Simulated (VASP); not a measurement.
# As (I4/mmm) in VASP: a series of runs

As is run at these levels: PBEsol; tasks: single point, relaxation of cell and atoms.

All numbers are computed with VASP 6.6.1; they aren't measurements. Logs are shortened: lines on timing, memory, paths and dates and some standing lists are left out, and cuts for length are marked.

## (1) The cell of the first run

It takes space group I4/mmm (No. 139, tetragonal). Conventional cell: a = 3.001 Å, b = 3.001 Å, c = 4.566 Å, α = 90.00°, β = 90.00°, γ = 90.00°. Within 4.0 Å of As (site symmetry 4/mmm) lie 12 As at 3.00 to 3.12 Å.

## (2) Single point, PBEsol

INCAR

```
SYSTEM = As
ALGO     = Normal         ! electronic algorithm
EDIFF    = 1E-7           ! SCF threshold, eV
ENCUT    = 520            ! plane-wave cutoff, eV
GGA      = PS             ! functional
ISIF     = 2              ! what is computed and relaxed
ISMEAR   = 0              ! smearing method
LASPH    = .True.         ! aspherical terms in the spheres
LCHARG   = .False.        ! write CHGCAR
LREAL    = .False.        ! projectors in reciprocal space
LWAVE    = .False.        ! write WAVECAR
NBANDS   = 8              ! bands
NELM     = 100            ! most SCF steps
PREC     = Accurate       ! precision mode
SIGMA    = 0.1            ! smearing width, eV
```

KPOINTS

```
k-points
0
Gamma
  8 8 8
  0 0 0
```

POSCAR

```
As
1.0
   -1.5006253105      1.5006253105      2.2829824967
    1.5006253105     -1.5006253105      2.2829824967
    1.5006253105      1.5006253105     -2.2829824967
As
1
Direct
    0.0000000000      0.0000000000      0.0000000000
```

Potentials or basis: VASP PAW PBE potentials, release 64 (As).

Run with:

```
cat potpaw_PBE.64/As/POTCAR > POTCAR
mpirun -np 1 vasp_std > vasp.out
```

OUTCAR:

```text
SYSTEM = As
   EDIFF = 1E-7
   ENCUT = 520
   GGA = PS
   ISIF = 2
   ISMEAR = 0
   LASPH = .True.
   LREAL = .False.
   NELM = 100
   PREC = Accurate

 ion  position               nearest neighbor table
   1  0.000  0.000  0.000-

  LATTYP: Found a body centered tetragonal cell.
 ALAT       =     3.0012506210
 C/A-ratio  =     1.5213541187

  Lattice vectors:

 A1 = (  -1.5006253105,   1.5006253105,   2.2829824967)
 A2 = (   1.5006253105,  -1.5006253105,   2.2829824967)
 A3 = (   1.5006253105,   1.5006253105,  -2.2829824967)

Analysis of symmetry for initial positions (statically):
=====================================================================
 Subroutine PRICEL returns:
 Original cell was already a primitive cell.

 Routine SETGRP: Setting up the symmetry group for a
 body centered tetragonal supercell.

 Subroutine GETGRP returns: Found 16 space group operations
 (whereof 16 operations were pure point group operations)
 out of a pool of 16 trial point group operations.

The static configuration has the point symmetry D_4h.

Analysis of symmetry for dynamics (positions and initial velocities):
=====================================================================
 Subroutine PRICEL returns:
 Original cell was already a primitive cell.

 Routine SETGRP: Setting up the symmetry group for a
 body centered tetragonal supercell.

 Subroutine GETGRP returns: Found 16 space group operations
 (whereof 16 operations were pure point group operations)
 out of a pool of 16 trial point group operations.

The dynamic configuration has the point symmetry D_4h.

 Subroutine INISYM returns: Found 16 space group operations
 (whereof 16 operations are pure point group operations),
 and found     1 'primitive' translations

----------------------------------------------------------------------------------------

                                     Primitive cell

  volume of cell :      20.5640

  direct lattice vectors                    reciprocal lattice vectors
    -1.500625311  1.500625311  2.282982497     0.000000000  0.333194433  0.219011754
     1.500625311 -1.500625311  2.282982497     0.333194433  0.000000000  0.219011754
     1.500625311  1.500625311 -2.282982497     0.333194433  0.333194433  0.000000000

  length of vectors
     3.117011666  3.117011666  3.117011666     0.398728828  0.398728828  0.471208087

  position of ions in fractional coordinates (direct lattice)
     0.000000000  0.000000000  0.000000000

  ion indices of the primitive-cell ions
   primitive index   ion index
                 1           1

----------------------------------------------------------------------------------------

 KPOINTS: k-points

Automatic generation of k-mesh.
 Grid dimensions read from file:
 generate k-points for:    8    8    8

 Generating k-lattice:

  Cartesian coordinates                     Fractional coordinates (reciprocal lattice)
     0.000000000  0.041649304  0.027376469     0.125000000  0.000000000  0.000000000
     0.041649304  0.000000000  0.027376469     0.000000000  0.125000000  0.000000000
     0.041649304  0.041649304  0.000000000     0.000000000  0.000000000  0.125000000

  Length of vectors
     0.049841104  0.049841104  0.058901011

  Shift w.r.t. Gamma in fractional coordinates (k-lattice)
     0.000000000  0.000000000  0.000000000

 Subroutine IBZKPT returns following result:
 ===========================================

 Found     59 irreducible k-points:

 Following reciprocal coordinates:
            Coordinates               Weight
  0.000000  0.000000  0.000000      1.000000
  0.125000 -0.000000  0.000000      8.000000
  0.250000 -0.000000  0.000000      8.000000
  0.375000 -0.000000  0.000000      8.000000
  0.500000 -0.000000  0.000000      4.000000
  0.125000  0.125000  0.000000      8.000000
[... 16 lines left out ...]
  0.250000  0.125000  0.125000     16.000000
  0.375000  0.125000  0.125000      8.000000
 [... further k-points ...]
   k-points           NKPTS =     59   k-points in BZ     NKDIM =     59   number of bands    NBANDS=      8
   number of dos      NEDOS =    301   number of ions     NIONS =      1
   total plane-waves  NPLWV =  13824
   dimension x,y,z NGX =    24 NGY =   24 NGZ =   24
   dimension x,y,z NGXF=    48 NGYF=   48 NGZF=   48
   ions per type =               1
   NGX,Y,Z   is equivalent  to a cutoff of  12.80, 12.80, 12.80 a.u.
   NGXF,Y,Z  is equivalent  to a cutoff of  25.60, 25.60, 25.60 a.u.
 SYSTEM =  As
   PREC   = accura    normal or accurate (medium, high low for compatibility)
   ISTART =      0    job   : 0-new  1-cont  2-samecut
   ICHARG =      2    charge: 1-file 2-atom 10-const
   ISPIN  =      1    spin polarized calculation?
   LNONCOLLINEAR =      F non collinear calculations
   LSORBIT =      F    spin-orbit coupling
   LASPH  =      T    aspherical Exc in radial PAW
   ENCUT  =  520.0 eV  38.22 Ry    6.18 a.u.   5.80  5.80  5.80*2*pi/ulx,y,z
   NELM   =    100;   NELMIN=  2; NELMDL= -5     # of ELM steps
   EDIFF  = 0.1E-06   stopping-criterion for ELM
   LREAL  =      F    real-space projection
   EDIFFG = 0.1E-05   stopping-criterion for IOM
   NSW    =      0    number of steps for IOM
   IBRION =     -1    ionic relax: 0-MD 1-quasi-New 2-CG
   NFREE  =      0    steps in history (QN), initial steepest desc. (CG)
   ISIF   =      2    stress and relaxation
   ISYM   =      2    0-nonsym 1-usesym 2-fastsym
   POTIM  = 0.5000    time-step for ionic-motion
   TEBEG  =    0.0;   TEEND  =   0.0 temperature during run
   PSTRESS=    0.0 pullay stress
   NELECT =       5.0000    total number of electrons
   NUPDOWN=      -1.0000    fix difference up-down
   EMIN   =  10.00;   EMAX   =-10.00  energy-range for DOS
   EFERMI =   0.00;   METHOD = LEGACY
   ISMEAR =     0;   SIGMA  =   0.10  broadening in eV -4-tet -1-fermi 0-gaus
   EFERMI_NEDOS =   21; number of points for ismear=-14 and -15
   IALGO  =     38    algorithm
   IMIX   =      4    mixing-type and parameters
     AMIX     =   0.40;   BMIX     =  1.00
     AMIX_MAG =   1.60;   BMIX_MAG =  1.00
  volume/ion in A,a.u.               =      20.56       138.77
  Fermi-wavevector in a.u.,A,eV,Ry     =   1.021792  1.930907 14.205281  1.044059
  Thomas-Fermi vector in A             =   2.155436
   LORBIT       =      0    0 simple, 1 ext, 2 COOP (PROOUT), +10 PAW based schemes
   GGA     = PS    functional components
   LHFCALC =     F    Hartree Fock is set to
   AEXX    =    0.0000 exact exchange contribution
   IVDW    =     0    specifies the selected vdW correction
   LEPSILON=     F    determine dielectric tensor
   LRPA    =     F    only Hartree local field effects (RPA)
 non-spin polarized calculation
 Gauss-broadening in eV      SIGMA  =   0.10
  energy-cutoff  :      520.00
  volume of cell :       20.56
 maximum number of plane-waves:       568
   NGX = 11   NGY = 11   NGZ = 11

 number of electron       4.9999999 magnetization

 Free energy of the ion-electron system (eV)
  ---------------------------------------------------
  ext. energy  EPLUGINS =         0.00000000
  ---------------------------------------------------
  free energy    TOTEN  =        -4.57781940 eV

  energy without entropy =       -4.57570084  energy(sigma->0) =       -4.57676012

 E-fermi :   5.4813     XC(G=0): -10.5380

 val. band max:        5.4544127243   @ k =   0.5000   0.5000   0.0000
 cond. band min:       5.6055984335   @ k =  -0.2500  -0.2500   0.2500
 fundamental gap:      0.1511857092
 Fermi energy:         5.4813245580

 k-point     1 :       0.0000    0.0000    0.0000
  band No.  band energies     occupation
      1      -8.9225      2.00000
      2      10.6630      0.00000
      3      10.7946      0.00000
      4      10.7946      0.00000
      5      17.2324      0.00000
      6      17.9237      0.00000
      7      17.9237      0.00000
      8      18.3822      0.00000

 k-point     2 :       0.1250   -0.0000    0.0000
  band No.  band energies     occupation
      1      -8.5819      2.00000
      2       8.4470      0.00000
      3      10.2600      0.00000
      4      10.5813      0.00000
      5      16.4847      0.00000
      6      17.9363      0.00000
      7      18.5381      0.00000
      8      19.8979      0.00000

 k-point     3 :       0.2500   -0.0000    0.0000
  band No.  band energies     occupation
      1      -7.5836      2.00000
      2       4.5850      2.00000
      3       9.4432      0.00000
      4      10.1859      0.00000
      5      15.2950      0.00000
      6      17.4041      0.00000
      7      18.8930      0.00000
      8      21.0823      0.00000

 k-point     4 :       0.3750   -0.0000    0.0000
  band No.  band energies     occupation
      1      -6.0680      2.00000
      2       1.1268      2.00000
      3       8.8183      0.00000
      4       9.9039      0.00000
      5      14.5746      0.00000
      6      16.6743      0.00000
      7      17.8340      0.00000
      8      19.7015      0.00000

 k-point     5 :       0.5000   -0.0000    0.0000
  band No.  band energies     occupation
      1      -4.9602      2.00000
      2      -0.6509      2.00000
      3       8.5942      0.00000
      4       9.8117      0.00000
      5      14.3209      0.00000
      6      16.4825      0.00000
      7      17.3620      0.00000
      8      19.0798      0.00000
[... 177 lines left out ...]
 k-point    22 :       0.1250    0.1250    0.1250
  band No.  band energies     occupation
      1      -6.6643      2.00000
      2       4.7097      2.00000
      3       6.0587      0.00000
      4       8.8233      0.00000
      5      15.1094      0.00000
      6      15.4120      0.00000
      7      17.6978      0.00000
      8      22.5478      0.00000

 k-point    23 :       0.2500    0.1250    0.1250
  band No.  band energies     occupation
      1      -5.1957      2.00000
      2       1.9353      2.00000
      3       5.4016      1.74030
      4       7.8121      0.00000
      5      14.3453      0.00000
      6      15.8186      0.00000
      7      18.3197      0.00000
      8      22.6905      0.00000

 k-point    24 :       0.3750    0.1250    0.1250
  band No.  band energies     occupation
      1      -4.1524      2.00000
      2       0.2975      2.00000
      3       5.4329      1.50674
      4       7.2487      0.00000
      5      14.0386      0.00000
      6      15.5111      0.00000
      7      21.2944      0.00000
      8      21.3990      0.00000

 [... further k-points ...]

------------------------ aborting loop because EDIFF is reached ----------------------------------------

  FORCE on cell =-STRESS in cart. coord.  units (eV):
  Direction    XX          YY          ZZ          XY          YZ          ZX
  --------------------------------------------------------------------------------------
  -------------------------------------------------------------------------------------
  Total       -1.0576093     -1.0576093     -0.9326035      0.0000000      0.0000000      0.0000000
  in kB      -82.4002909    -82.4002909    -72.6608606      0.0000000      0.0000000      0.0000000
  external PRESSURE =     -79.1538142 kB  Pullay stress =       0.0000000 kB

 VOLUME and BASIS-vectors are now :
 -----------------------------------------------------------------------------
  energy-cutoff  :      520.00
  volume of cell :       20.56
      direct lattice vectors                 reciprocal lattice vectors
    -1.500625311  1.500625311  2.282982497     0.000000000  0.333194433  0.219011754
     1.500625311 -1.500625311  2.282982497     0.333194433  0.000000000  0.219011754
     1.500625311  1.500625311 -2.282982497     0.333194433  0.333194433  0.000000000

 POSITION                                       TOTAL-FORCE (eV/Angst)
 -----------------------------------------------------------------------------------
      0.00000      0.00000      0.00000        -0.000000      0.000000      0.000000
 -----------------------------------------------------------------------------------
    total drift:                                0.000000      0.000000     -0.000000

  FREE ENERGIE OF THE ION-ELECTRON SYSTEM (eV)
  ---------------------------------------------------
  free  energy   TOTEN  =        -4.5778193970 eV

  energy  without entropy=       -4.5757008384  energy(sigma->0) =       -4.57676012
```

Run time: 2.7 s. Hardware: 1 thread of Intel Xeon 6975P-C (Granite Rapids), shared host; peak memory 0.13 GiB.

Results:

```
Free energy : -4.5778 eV
Pressure    : -7.9 GPa
```

Caveat: the k points lie up to 0.37 Å⁻¹ apart; the PAW data sets were made with another functional, which shifts forces and pressure a little.

## (3) Relaxation of cell and atoms, PBEsol

INCAR

```
  PREC = Accurate
  ENCUT = 600
  EDIFF = 1E-7
  ISMEAR = 0
  SIGMA = 0.1
  LREAL = False
  LASPH = True
  NELM = 80
  ALGO = Normal
  ISIF = 3
  LWAVE = False
  LCHARG = False
  GGA = PS
  IBRION = 2
  NSW = 90
  EDIFFG = -0.04
```

KPOINTS

```
Automatic mesh
0
Gamma
  8 8 8
```

POSCAR is that of step 2.

Potentials or basis: VASP PAW PBE potentials, release 64 (As).

Run with:

```
cat potpaw_PBE.64/As/POTCAR > POTCAR
mpirun -np 1 vasp_std > vasp.out
```

Wall time 50 s (1 thread of Intel Xeon 6975P-C (Granite Rapids), shared host); peak memory 0.16 GiB.

It converged, with:

```
Free energy                            : -4.6960 eV
Relaxed volume                         : 18.84 Å³/atom
Relaxed cell                           : a = 3.218 Å, b = 3.218 Å, c = 3.218 Å, α = 130.47°, β = 130.47°, γ = 72.65°
Space group after relaxing (to 0.05 Å) : I4/mmm (No. 139)
Energy gained by relaxing              : 118.2 meV/atom
Ionic steps                            : 19
Pressure after relaxing                : 0.0 GPa
```

Stress tensor (GPa, compression positive):
```
 0.03  0.00  0.00
 0.00  0.03  0.00
 0.00  0.00 -0.18
```

Step by step:
| step | energy change (eV) | largest force (eV/Å) | pressure (GPa) | volume (Å³) |
| --- | --- | --- | --- | --- |
| 1 | 0.0000 | 0.0000 | -7.91 | 20.56 |
| 2 | -0.0412 | 0.0000 | 5.02 | 17.69 |
| 3 | -0.0542 | 0.0000 | 0.08 | 18.55 |
| 4 | -0.0541 | 0.0000 | -0.11 | 18.59 |
| 5 | -0.0557 | 0.0000 | -0.26 | 18.58 |
| 6 | -0.0630 | 0.0000 | -0.32 | 18.54 |
| 7 | -0.0738 | 0.0000 | 0.56 | 18.43 |
| 8 | -0.1075 | 0.0000 | 3.28 | 18.10 |
| 9 | 0.1416 | 0.0000 | 21.85 | 17.04 |
| 10 | -0.1085 | 0.0000 | 4.06 | 18.01 |
| 11 | -0.1090 | 0.0000 | 3.83 | 18.04 |
| 12 | -0.1094 | 0.0000 | 3.81 | 18.05 |
| 13 | -0.1097 | 0.0000 | 3.79 | 18.08 |
| 14 | -0.1103 | 0.0000 | 3.65 | 18.10 |
| 15 | -0.1119 | 0.0000 | 3.24 | 18.18 |
| 16 | -0.1145 | 0.0000 | 2.43 | 18.32 |
| 17 | -0.1176 | 0.0000 | 0.94 | 18.62 |
| 18 | -0.1161 | 0.0000 | -1.63 | 19.22 |
| 19 | -0.1182 | 0.0000 | -0.04 | 18.84 |

Final structure:
```
As
1.0
    -1.34780    1.34780    2.59220
     1.34780   -1.34780    2.59220
     1.34780    1.34780   -2.59220
As
1
Direct
  0.00000 0.00000 0.00000
```

Levels at points of the mesh, in eV from the Fermi level:
| k point | band 1 | band 2 | band 3 | band 4 | band 5 | band 6 |
| --- | --- | --- | --- | --- | --- | --- |
| (0.00, 0.00, 0.00) | -15.48 | 3.55 | 6.28 | 6.28 | 10.05 | 11.12 |
| (0.50, 0.00, 0.00) | -10.77 | -7.00 | 0.90 | 6.02 | 7.16 | 13.61 |
| (0.50, 0.50, 0.00) | -7.24 | -4.89 | -1.98 | 1.09 | 3.74 | 5.41 |
| (0.50, 0.50, 0.50) | -12.11 | -7.08 | 3.70 | 3.70 | 7.92 | 8.84 |

Caveat: the k points lie up to 0.41 Å⁻¹ apart in the final cell; the PAW data sets were made with another functional, which shifts forces and pressure a little.
